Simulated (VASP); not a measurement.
Set up this calculation in VASP 6.6.1, as the native input.

* Task: relaxation of cell and atoms
* Functional: r2SCAN
* Potentials or basis: VASP PAW PBE potentials, release 64 (Na_pv, Cl)
* Cutoff: 550 eV
* k mesh: 8 × 8 × 8
* Occupations: gaussian, width 0.01 eV
* Spin: no spin polarisation
* Target pressure: 10 GPa
* Dipole correction: no
* Further INCAR settings: ALGO = Normal; EDIFF = 1e-07; IBRION = 2; EDIFFG = -0.002; NSW = 100; ISIF = 3

NaCl:

```xyz
2
Lattice="2.8040 2.8040 0.0000 -2.8040 2.8040 0.0000 0.0000 2.8040 2.8040" Properties=species:S:1:pos:R:3 pbc="T T T"
Na    0.0000    0.0000    0.0000
Cl    0.0000    2.8040    0.0000
```

The input as run:

POSCAR

```
NaCl
1.0
    2.8039807854      2.8039807854      0.0000000000
   -2.8039807854      2.8039807854      0.0000000000
    0.0000000000      2.8039807854      2.8039807854
Na Cl
1 1
Direct
    0.0000000000      0.0000000000      0.0000000000
    0.5000000000      0.5000000000      0.0000000000
```

INCAR.step1

```
SYSTEM = NaCl
PREC = Accurate
ENCUT = 550
ISMEAR = 0
SIGMA = 0.01
LREAL = .FALSE.
LASPH = .TRUE.
NELM = 120
GGA = PE
ALGO = Normal
EDIFF = 1E-5
LWAVE = .TRUE.
LCHARG = .FALSE.
GGA_COMPAT = .FALSE.
IBRION = 2
ISIF = 3
EDIFFG = -0.005
NELMIN = 4
NSW = 100
```

INCAR.step2

```
SYSTEM = NaCl
PREC = Accurate
ENCUT = 550
EDIFF = 1E-7
ISMEAR = 0
SIGMA = 0.01
LREAL = .FALSE.
LASPH = .TRUE.
NELM = 120
ALGO = Normal
ISIF = 3
LWAVE = .FALSE.
LCHARG = .FALSE.
METAGGA = R2SCAN
LMIXTAU = .TRUE.
IBRION = 2
NSW = 100
EDIFFG = -0.002
PSTRESS = 100.0
ISTART = 1
GGA_COMPAT = .FALSE.
NELMIN = 4
```

KPOINTS

```
regular mesh
0
G
  8 8 8
  0 0 0
```

Potentials or basis: VASP PAW PBE potentials, release 64 (Na_pv, Cl).

Run with:

```console
$ cat potpaw_PBE.64/Na_pv/POTCAR potpaw_PBE.64/Cl/POTCAR > POTCAR
$ cp INCAR.step1 INCAR
$ mpirun -np 1 vasp_std > vasp.out
$ cp INCAR.step2 INCAR
$ mpirun -np 1 vasp_std > vasp.out
```

It gave:

```json
{
 "Relaxed volume": "17.66 Å³/atom",
 "Relaxed cell": "a = 3.683 Å, b = 3.683 Å, c = 3.683 Å, α = 60.00°, β = 60.00°, γ = 90.00°",
 "Space group after relaxing (to 0.1 Å)": "Fm-3m (No. 225)",
 "Energy change on relaxing (the run minimises the enthalpy)": "+104.5 meV/atom",
 "Ionic steps": "6",
 "Pressure after relaxing": "10.0 GPa",
 "Band gap on the k mesh": "7.11 eV"
}
```

Caveat: the cell is relaxed towards a set pressure, so the run minimises the enthalpy, not the energy; the volume moved by over 15 % at a fixed basis, so the end points are rough; the PAW data sets were made with another functional, which shifts forces and pressure a little.

Wall time 3.1 min on 1 thread of Intel(R) Xeon(R) 6975P-C (Granite Rapids) (shared host), peak memory 0.17 GiB.
